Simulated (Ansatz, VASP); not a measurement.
## Two plane-wave programs on Bi

Contents of INCAR:

```
ALGO = Normal ; EDIFF = 1E-6
EDIFFG = -0.005 ; ENCUT = 600
GGA = PE ; IBRION = 2
ISIF = 3 ; ISMEAR = -1
LASPH = T ; LCHARG = F
LREAL = F ; LWAVE = F
NELM = 60 ; NSW = 60
PREC = Accurate ; SIGMA = 0.05
```

File KPOINTS:

```
k-points
0
Gamma
  13 13 7
```

File POSCAR:

```
Bi
1.0
    3.5730967501      0.0000000000      0.0000000000
   -1.7865483750      3.0943925557      0.0000000000
    0.0000000000      0.0000000000      5.7884167351
Bi
2
Direct
    0.3333333333      0.6666666667      0.2500000000
    0.6666666667      0.3333333333      0.7500000000
```

Input for Ansatz:

```yaml
crystal:
  lattice:
    - [3.5730967501, 0.0, 0.0]
    - [-1.786548375, 3.0943925557, 0.0]
    - [0.0, 0.0, 5.7884167351]
  atoms:
    - { symbol: Bi, position: [0.3333333333, 0.6666666667, 0.25] }
    - { symbol: Bi, position: [0.6666666667, 0.3333333333, 0.75] }
kpoints:
  mp_grid: { grid: [13, 13, 7] }
scf:
  occupations: { method: fermi_dirac, width: 0.05 }
hamiltonian:
  xc: pbe
  pseudopotentials: { kind: paw }
output:
  forces: true
  stress: true
relax:
  f_tol: 0.005
  max_steps: 40
  cell: {}
```

Alike in both runs: task relaxation of cell and atoms; functional PBE; k mesh 13 × 13 × 7; occupations fermi-dirac, width 0.05 eV; no spin polarisation.

```csv
,VASP,Ansatz
version,VASP 6.6.1,Ansatz 0.2.0
potentials or method,"VASP PAW PBE potentials, release 64 (Bi_d)","PAW with Ansatz's default frozen-core files, scalar-relativistic"
plane-wave cutoff (eV),600,420
valence electrons in the cell,30,30
```

```tsv
	VASP	Ansatz	Ansatz less VASP
relaxed volume (Å³/atom)	31.79	31.81	+0.018
relaxed length of the cell vector where the two differ most in proportion (Å)	6.011	6.012	+0.0014
```

Neither program's run includes spin-orbit coupling.
